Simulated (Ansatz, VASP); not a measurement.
# One calculation of AlGa3N4, two programs

```xyz
8
Lattice="4.2421 0.0000 0.0000 0.0000 4.2421 0.0000 0.0000 0.0000 4.5770" Properties=species:S:1:pos:R:3 pbc="T T T"
Al    0.0000    0.0000    0.0000
Ga    2.1210    2.1210    0.0000
Ga    2.1210    0.0000    2.2885
Ga    0.0000    2.1210    2.2885
N     3.2043    3.2043    1.1198
N     3.2043    1.0378    3.4572
N     1.0378    3.2043    3.4572
N     1.0378    1.0378    1.1198
```

Change from the starting cell: strain -0.050 along x and y, +0.025 along z, atoms carried along.

Alike in both runs: task single point; functional r2SCAN; k mesh 6 × 6 × 6; occupations gaussian, width 0.05 eV; no spin polarisation.

|  | VASP | Ansatz |
| --- | --- | --- |
| version | VASP 6.6.1 | Ansatz 0.2.0 |
| potentials or method | VASP PAW PBE potentials, release 64 (Al, Ga_d, N), cutoff 520 eV | scalar-relativistic, plane waves, PAW |
| valence electrons in the cell | 62 | 62 |

Ansatz gave:

| Property | Result |
| --- | --- |
| gap on the k mesh at the Fermi level (eV) | 3.23 |
| least direct gap on the mesh (eV) | 3.23 |
| pressure (GPa) | 17.8 |
| traceless stress, the component that is largest in VASP (GPa) | -7.98 |
| rms of the force components (eV/Å) | 0.036 |

Task: Which values does VASP return?

Result: gap on the k mesh at the Fermi level (eV): 3.23; least direct gap on the mesh (eV): 3.23; pressure (GPa): 18.8; traceless stress, the component that is largest in VASP (GPa): -7.79; rms of the force components (eV/Å): 0.057.

VASP's potentials were made for PBE, not for r2SCAN. Atom by atom the forces differ by 0.036 eV/Å (rms over components).
